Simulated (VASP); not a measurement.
A run of VASP 6.6.1:

Contents of POSCAR:

```
Ti8HO16
1.0
    4.5964475549     -4.5964475549      0.0000000000
   -4.5964475549     -4.5964475549      0.0000000000
    0.0000000000      4.5964475549     -5.9081090620
Ti O H
8 16 1
Direct
    0.7276776909      0.2418431473      0.4941315350
    0.5223237456      1.0081561136      1.0058681953
    0.2664556209      0.7522905996      0.4941308580
    0.9835485473      0.4977087823      1.0058695494
    0.1250008841      0.1249989261      0.2500004628
    0.9018153878      0.8868083635      0.7499996959
    0.6250021652      0.6249984667      0.2499994473
    0.3481853477      0.3631901964      0.7500003730
    0.6379167150      0.9300823459      0.2494588344
    0.4378390290      0.6663565934      0.7499996959
    0.1384579806      0.4306236116      0.2505412450
    0.8893116979      0.1861410511      0.7500005422
    0.0516403823      0.2679565674      0.5020665612
    0.8097420191      1.0226636262      1.0035039871
    0.5562397708      0.7691602900      0.4964970973
    0.2995723446      0.5158896174      0.9979326614
    0.1983587630      0.9820441977     -0.0020663126
    0.9504260703      0.7341105379      0.5020668997
    0.6937594591      0.4808404628      0.0035024743
    0.4402573386      0.2273376896      0.4964965896
    0.6120828657      0.3199187577      0.2505420913
    0.3606860160      0.0638589591      0.7499993574
    0.1115408986      0.8193766699      0.2494578188
    0.8121606187      0.5836445773      0.7500003730
    0.6249991470      0.6250002348      0.7500002037
```

Contents of INCAR.step1:

```
SYSTEM = Ti8HO16
ALGO = Normal
EDIFF = 1E-4
ENCUT = 520
GGA = PE
ISMEAR = 0
LASPH = .True.
LCHARG = .False.
LREAL = Auto
LWAVE = .True.
NBANDS = 114
NELECT = 192.0
NELM = 60
PREC = Accurate
SIGMA = 0.02
```

The input INCAR.step2:

```
SYSTEM = Ti8HO16
ALGO = Normal
EDIFF = 1E-6
ENCUT = 520
ISIF = 2
ISMEAR = 0
ISTART = 1
LASPH = .True.
LCHARG = .False.
LMIXTAU = .True.
LREAL = Auto
LWAVE = .False.
METAGGA = R2SCAN
NBANDS = 114
NELECT = 192.0
NELM = 60
PREC = Accurate
SIGMA = 0.02
```

File KPOINTS:

```
k-points
0
Gamma
  2 2 2
  0 0 0
```

Potentials or basis: VASP PAW PBE potentials, release 64 (Ti_sv, O, H).

The run is started by

```console
$ cat potpaw_PBE.64/Ti_sv/POTCAR potpaw_PBE.64/O/POTCAR potpaw_PBE.64/H/POTCAR > POTCAR
$ cp INCAR.step1 INCAR
$ mpirun -np 1 vasp_std > vasp.out
$ cp INCAR.step2 INCAR
$ mpirun -np 1 vasp_std > vasp.out
```

Hardware: 1 thread of Intel(R) Xeon(R) 6975P-C (Granite Rapids), on a shared host.

**Question.** How long does it take, and how much memory?

**Answer.** Wall time 9.8 min on 1 thread of Intel(R) Xeon(R) 6975P-C (Granite Rapids), on a shared host, peak memory 0.42 GiB. Counts: k points 6.
